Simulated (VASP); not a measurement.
# GaN (F-43m) in VASP: further runs

Runs on GaN. Level: r2SCAN. Tasks: single point.

All numbers are computed with VASP 6.6.1; they aren't measurements. Logs are shortened: lines on timing, memory, paths and dates and some standing lists are left out, and cuts for length are marked.

## (1) The cell of the first run

The structure is cubic, space group F-43m (No. 216). Conventional cell: a = 4.498 Å, b = 4.498 Å, c = 4.498 Å, α = 90.00°, β = 90.00°, γ = 90.00°. Within 2.6 Å of Ga (site symmetry -43m) lie 4 N at 1.95 Å. Within 2.6 Å of N (site symmetry -43m) lie 4 Ga at 1.95 Å.

## (2) Single point, r2SCAN

POSCAR

```
GaN
1.0
    0.0000000000      2.2489418147      2.2489418147
    2.2489418147      0.0000000000      2.2489418147
    2.2489418147      2.2489418147      0.0000000000
Ga N
1 1
Direct
    0.0000000000      0.0000000000      0.0000000000
    0.2500000000      0.2500000000      0.2500000000
```

INCAR.step1

```
SYSTEM = GaN
ALGO = Normal
EDIFF = 1E-4
ENCUT = 520
GGA = PE
ISMEAR = 0
LASPH = .TRUE.
LCHARG = .FALSE.
LREAL = .FALSE.
LWAVE = .TRUE.
NBANDS = 16
NELM = 100
PREC = Accurate
SIGMA = 0.01
```

INCAR.step2

```
SYSTEM = GaN
ALGO = Normal
EDIFF = 1E-6
ENCUT = 520
ISIF = 2
ISMEAR = 0
ISTART = 1
LASPH = .TRUE.
LCHARG = .FALSE.
LMIXTAU = .TRUE.
LREAL = .FALSE.
LWAVE = .FALSE.
METAGGA = R2SCAN
NBANDS = 16
NELM = 100
PREC = Accurate
SIGMA = 0.01
```

KPOINTS

```
k-points
0
G
  10 10 10
  0 0 0
```

Potentials or basis: VASP PAW PBE potentials, release 64 (Ga_d, N).

The run is started by

```
$ cat potpaw_PBE.64/Ga_d/POTCAR potpaw_PBE.64/N/POTCAR > POTCAR
$ cp INCAR.step1 INCAR
$ mpirun -np 1 vasp_std > vasp.out
$ cp INCAR.step2 INCAR
$ mpirun -np 1 vasp_std > vasp.out
```

OUTCAR:

```text
SYSTEM = GaN
   EDIFF = 1E-6
   ENCUT = 520
   ISIF = 2
   ISMEAR = 0
   ISTART = 1
   LASPH = .TRUE.
   LREAL = .FALSE.
   METAGGA = R2SCAN
   NELM = 100
   PREC = Accurate

 ion  position               nearest neighbor table
   1  0.000  0.000  0.000-   2 1.95   2 1.95   2 1.95   2 1.95
   2  0.250  0.250  0.250-   1 1.95   1 1.95   1 1.95   1 1.95

  LATTYP: Found a face centered cubic cell.
 ALAT       =     4.4978836294

  Lattice vectors:

 A1 = (   0.0000000000,   2.2489418147,   2.2489418147)
 A2 = (   2.2489418147,   0.0000000000,   2.2489418147)
 A3 = (   2.2489418147,   2.2489418147,   0.0000000000)

Analysis of symmetry for initial positions (statically):
=====================================================================
 Subroutine PRICEL returns:
 Original cell was already a primitive cell.

 Routine SETGRP: Setting up the symmetry group for a
 face centered cubic supercell.

 Subroutine GETGRP returns: Found 24 space group operations
 (whereof 24 operations were pure point group operations)
 out of a pool of 48 trial point group operations.

The static configuration has the point symmetry T_d .

Analysis of symmetry for dynamics (positions and initial velocities):
=====================================================================
 Subroutine PRICEL returns:
 Original cell was already a primitive cell.

 Routine SETGRP: Setting up the symmetry group for a
 face centered cubic supercell.

 Subroutine GETGRP returns: Found 24 space group operations
 (whereof 24 operations were pure point group operations)
 out of a pool of 48 trial point group operations.

The dynamic configuration has the point symmetry T_d .

 Subroutine INISYM returns: Found 24 space group operations
 (whereof 24 operations are pure point group operations),
 and found     1 'primitive' translations

----------------------------------------------------------------------------------------

                                     Primitive cell

  volume of cell :      22.7491

  direct lattice vectors                    reciprocal lattice vectors
     0.000000000  2.248941815  2.248941815    -0.222326784  0.222326784  0.222326784
     2.248941815  0.000000000  2.248941815     0.222326784 -0.222326784  0.222326784
     2.248941815  2.248941815  0.000000000     0.222326784  0.222326784 -0.222326784

  length of vectors
     3.180484015  3.180484015  3.180484015     0.385081285  0.385081285  0.385081285

  position of ions in fractional coordinates (direct lattice)
     0.000000000  0.000000000  0.000000000
     0.250000000  0.250000000  0.250000000

  ion indices of the primitive-cell ions
   primitive index   ion index
                 1           1
                 2           2

----------------------------------------------------------------------------------------

 KPOINTS: k-points

Automatic generation of k-mesh.
 Grid dimensions read from file:
 generate k-points for:   10   10   10

 Generating k-lattice:

  Cartesian coordinates                     Fractional coordinates (reciprocal lattice)
    -0.022232678  0.022232678  0.022232678     0.100000000  0.000000000  0.000000000
     0.022232678 -0.022232678  0.022232678     0.000000000  0.100000000  0.000000000
     0.022232678  0.022232678 -0.022232678     0.000000000  0.000000000  0.100000000

  Length of vectors
     0.038508128  0.038508128  0.038508128

  Shift w.r.t. Gamma in fractional coordinates (k-lattice)
     0.000000000  0.000000000  0.000000000

 Subroutine IBZKPT returns following result:
 ===========================================

 Found     47 irreducible k-points:

 Following reciprocal coordinates:
            Coordinates               Weight
  0.000000  0.000000  0.000000      1.000000
  0.100000  0.000000  0.000000      8.000000
  0.200000  0.000000  0.000000      8.000000
  0.300000  0.000000  0.000000      8.000000
  0.400000  0.000000  0.000000      8.000000
  0.500000  0.000000  0.000000      4.000000
[... 16 lines left out ...]
  0.300000  0.300000  0.000000      6.000000
  0.400000  0.300000  0.000000     24.000000
 [... further k-points ...]
   k-points           NKPTS =     47   k-points in BZ     NKDIM =     47   number of bands    NBANDS=     16
   number of dos      NEDOS =    301   number of ions     NIONS =      2
   total plane-waves  NPLWV =  13824
   dimension x,y,z NGX =    24 NGY =   24 NGZ =   24
   dimension x,y,z NGXF=    48 NGYF=   48 NGZF=   48
   ions per type =               1   1
   NGX,Y,Z   is equivalent  to a cutoff of  12.54, 12.54, 12.54 a.u.
   NGXF,Y,Z  is equivalent  to a cutoff of  25.09, 25.09, 25.09 a.u.
 SYSTEM =  GaN
   PREC   = accura    normal or accurate (medium, high low for compatibility)
   ISTART =      1    job   : 0-new  1-cont  2-samecut
   ICHARG =      0    charge: 1-file 2-atom 10-const
   ISPIN  =      1    spin polarized calculation?
   LNONCOLLINEAR =      F non collinear calculations
   LSORBIT =      F    spin-orbit coupling
   LASPH  =      T    aspherical Exc in radial PAW
   ENCUT  =  520.0 eV  38.22 Ry    6.18 a.u.   5.91  5.91  5.91*2*pi/ulx,y,z
   NELM   =    100;   NELMIN=  2; NELMDL=  0     # of ELM steps
   EDIFF  = 0.1E-05   stopping-criterion for ELM
   LREAL  =      F    real-space projection
   EDIFFG = 0.1E-04   stopping-criterion for IOM
   NSW    =      0    number of steps for IOM
   IBRION =     -1    ionic relax: 0-MD 1-quasi-New 2-CG
   NFREE  =      0    steps in history (QN), initial steepest desc. (CG)
   ISIF   =      2    stress and relaxation
   ISYM   =      2    0-nonsym 1-usesym 2-fastsym
   POTIM  = 0.5000    time-step for ionic-motion
   TEBEG  =    0.0;   TEEND  =   0.0 temperature during run
   PSTRESS=    0.0 pullay stress
   NELECT =      18.0000    total number of electrons
   NUPDOWN=      -1.0000    fix difference up-down
   EMIN   =  10.00;   EMAX   =-10.00  energy-range for DOS
   EFERMI =   0.00;   METHOD = LEGACY
   ISMEAR =     0;   SIGMA  =   0.01  broadening in eV -4-tet -1-fermi 0-gaus
   EFERMI_NEDOS =   21; number of points for ismear=-14 and -15
   IALGO  =     38    algorithm
   IMIX   =      4    mixing-type and parameters
     AMIX     =   0.40;   BMIX     =  1.00
     AMIX_MAG =   1.60;   BMIX_MAG =  1.00
  volume/ion in A,a.u.               =      11.37        76.76
  Fermi-wavevector in a.u.,A,eV,Ry     =   1.514180  2.861385 31.194628  2.292740
  Thomas-Fermi vector in A             =   2.623872
   LORBIT       =      0    0 simple, 1 ext, 2 COOP (PROOUT), +10 PAW based schemes
   METAGGA = R2SCAN    functional components
   LHFCALC =     F    Hartree Fock is set to
   AEXX    =    0.0000 exact exchange contribution
   IVDW    =     0    specifies the selected vdW correction
   LEPSILON=     F    determine dielectric tensor
   LRPA    =     F    only Hartree local field effects (RPA)
 non-spin polarized calculation
 Gauss-broadening in eV      SIGMA  =   0.01
  energy-cutoff  :      520.00
  volume of cell :       22.75
 maximum number of plane-waves:       622
   NGX = 11   NGY = 11   NGZ = 11

 number of electron      18.0000009 magnetization

 Free energy of the ion-electron system (eV)
  ---------------------------------------------------
  ext. energy  EPLUGINS =         0.00000000
  ---------------------------------------------------
  free energy    TOTEN  =       -21.89635032 eV

  energy without entropy =      -21.89635032  energy(sigma->0) =      -21.89635032

 E-fermi :   5.2504     XC(G=0): -12.6707

 val. band max:        5.0826625132   @ k =   0.0000   0.0000   0.0000
 cond. band min:       7.2424408639   @ k =   0.0000   0.0000   0.0000
 fundamental gap:      2.1597783508
 Fermi energy:         5.2504406872

 k-point     1 :       0.0000    0.0000    0.0000
  band No.  band energies     occupation
      1     -11.7005      2.00000
      2      -8.7526      2.00000
      3      -8.7526      2.00000
      4      -8.7525      2.00000
      5      -8.3953      2.00000
      6      -8.3953      2.00000
[... 8 lines left out ...]
     15      24.8573      0.00000
     16      24.8573      0.00000

 k-point     2 :       0.1000    0.0000    0.0000
  band No.  band energies     occupation
      1     -11.5885      2.00000
      2      -8.7381      2.00000
      3      -8.7381      2.00000
      4      -8.7124      2.00000
      5      -8.3966      2.00000
      6      -8.3966      2.00000
[... 8 lines left out ...]
     15      23.4352      0.00000
     16      23.5481      0.00000

 k-point     3 :       0.2000    0.0000    0.0000
  band No.  band energies     occupation
      1     -11.3017      2.00000
      2      -8.7041      2.00000
      3      -8.7041      2.00000
      4      -8.5513      2.00000
      5      -8.3954      2.00000
      6      -8.3953      2.00000
[... 8 lines left out ...]
     15      22.6450      0.00000
     16      22.6450      0.00000

 k-point     4 :       0.3000    0.0000    0.0000
  band No.  band energies     occupation
      1     -10.9797      2.00000
      2      -8.6726      2.00000
      3      -8.6726      2.00000
      4      -8.3822      2.00000
      5      -8.3822      2.00000
      6      -8.1745      2.00000
[... 8 lines left out ...]
     15      23.2038      0.00000
     16      23.2038      0.00000
[... 324 lines left out ...]
 k-point    22 :      -0.2000    0.2000    0.0000
  band No.  band energies     occupation
      1     -10.8800      2.00000
      2      -8.6518      2.00000
      3      -8.6418      2.00000
      4      -8.4176      2.00000
      5      -8.4119      2.00000
      6      -8.0041      2.00000
[... 8 lines left out ...]
     15      23.4741      0.00000
     16      26.7185      0.00000

 k-point    23 :       0.3000    0.3000    0.0000
  band No.  band energies     occupation
      1     -10.7824      2.00000
      2      -8.5782      2.00000
      3      -8.5509      2.00000
      4      -8.5509      2.00000
      5      -8.3426      2.00000
      6      -7.9977      2.00000
[... 8 lines left out ...]
     15      27.9624      0.00000
     16      28.6987      0.00000

 k-point    24 :       0.4000    0.3000    0.0000
  band No.  band energies     occupation
      1     -10.6365      2.00000
      2      -8.5975      2.00000
      3      -8.5131      2.00000
      4      -8.5099      2.00000
      5      -8.3325      2.00000
      6      -7.5768      2.00000
[... 8 lines left out ...]
     15      28.4583      0.00000
     16      28.5425      0.00000

 [... further k-points ...]

------------------------ aborting loop because EDIFF is reached ----------------------------------------

  FORCE on cell =-STRESS in cart. coord.  units (eV):
  Direction    XX          YY          ZZ          XY          YZ          ZX
  --------------------------------------------------------------------------------------
  -------------------------------------------------------------------------------------
  Total        0.1515405      0.1515405      0.1515405     -0.0000000      0.0000000     -0.0000000
  in kB       10.6727112     10.6727112     10.6727112     -0.0000000      0.0000000     -0.0000000
  external PRESSURE =      10.6727112 kB  Pullay stress =       0.0000000 kB

 VOLUME and BASIS-vectors are now :
 -----------------------------------------------------------------------------
  energy-cutoff  :      520.00
  volume of cell :       22.75
      direct lattice vectors                 reciprocal lattice vectors
     0.000000000  2.248941815  2.248941815    -0.222326784  0.222326784  0.222326784
     2.248941815  0.000000000  2.248941815     0.222326784 -0.222326784  0.222326784
     2.248941815  2.248941815  0.000000000     0.222326784  0.222326784 -0.222326784

 POSITION                                       TOTAL-FORCE (eV/Angst)
 -----------------------------------------------------------------------------------
      0.00000      0.00000      0.00000        -0.000000      0.000000      0.000000
      1.12447      1.12447      1.12447         0.000000     -0.000000     -0.000000
 -----------------------------------------------------------------------------------
    total drift:                                0.000008      0.000008      0.000008

  FREE ENERGIE OF THE ION-ELECTRON SYSTEM (eV)
  ---------------------------------------------------
  free  energy   TOTEN  =       -21.8963503216 eV

  energy  without entropy=      -21.8963503216  energy(sigma->0) =      -21.89635032
```

Run time: 68 s. Hardware: 1 thread of AMD EPYC 7R43 (Zen 3), shared host; peak memory 0.12 GiB.

What came out:

```
Free energy            : -21.8964 eV
Pressure               : 1.1 GPa
Band gap on the k mesh : 2.16 eV, direct
```

Caveat: the PAW data sets were made with another functional, which shifts forces and pressure a little.

## (3) Single point, r2SCAN

POSCAR is that of step 2.

INCAR.step1

```
SYSTEM = GaN
ALGO = Normal
EDIFF = 1E-5
ENCUT = 910
GGA = PE
GGA_COMPAT = .FALSE.
ISMEAR = 0
LASPH = .TRUE.
LCHARG = .FALSE.
LREAL = .FALSE.
LWAVE = .TRUE.
NBANDS = 16
NELM = 120
PREC = Accurate
SIGMA = 0.01
```

INCAR.step2, as its differences from that of step 2:

```diff
@@ -3,3 +3,4 @@
 EDIFF = 1E-6
-ENCUT = 520
+ENCUT = 910
+GGA_COMPAT = .FALSE.
 ISIF = 2
@@ -14,3 +15,3 @@
 NBANDS = 16
-NELM = 100
+NELM = 120
 PREC = Accurate
```

KPOINTS is that of step 2.

Potentials or basis: VASP PAW PBE potentials, release 64 (Ga_d, N_h).

The run is started by

```
$ cat potpaw_PBE.64/Ga_d/POTCAR potpaw_PBE.64/N_h/POTCAR > POTCAR
$ cp INCAR.step1 INCAR
$ mpirun -np 1 vasp_std > vasp.out
$ cp INCAR.step2 INCAR
$ mpirun -np 1 vasp_std > vasp.out
```

Wall time 61 s (1 thread of Intel Xeon 6975P-C (Granite Rapids), shared host); peak memory 0.21 GiB.

Results (log left out):

```yaml
Free_energy: -21.8962 eV
Pressure: 1.0 GPa
Band_gap_on_the_k_mesh: 2.16 eV, direct
```

Levels at points of the mesh, in eV from the valence-band top:
| k point | band 5 | band 6 | band 7 | band 8 | band 9 | band 10 | band 11 | band 12 | band 13 | band 14 |
| --- | --- | --- | --- | --- | --- | --- | --- | --- | --- | --- |
| (0.00, 0.00, 0.00) | -13.48 | -13.48 | 0.00 | 0.00 | 0.00 | 2.16 | 11.05 | 11.05 | 11.05 | 18.64 |
| (0.50, 0.00, 0.00) | -13.43 | -12.35 | -7.19 | -1.00 | -1.00 | 5.21 | 9.47 | 11.03 | 11.03 | 16.56 |
| (0.50, 0.50, 0.00) | -13.40 | -11.97 | -6.24 | -2.80 | -2.80 | 3.77 | 7.28 | 12.62 | 15.01 | 15.01 |

Caveat: the cutoff is under 1.25 times the usual one of these potentials, so pressure, stress and relaxed cells hold a basis-set (Pulay) error; the PAW data sets were made with another functional, which shifts forces and pressure a little.
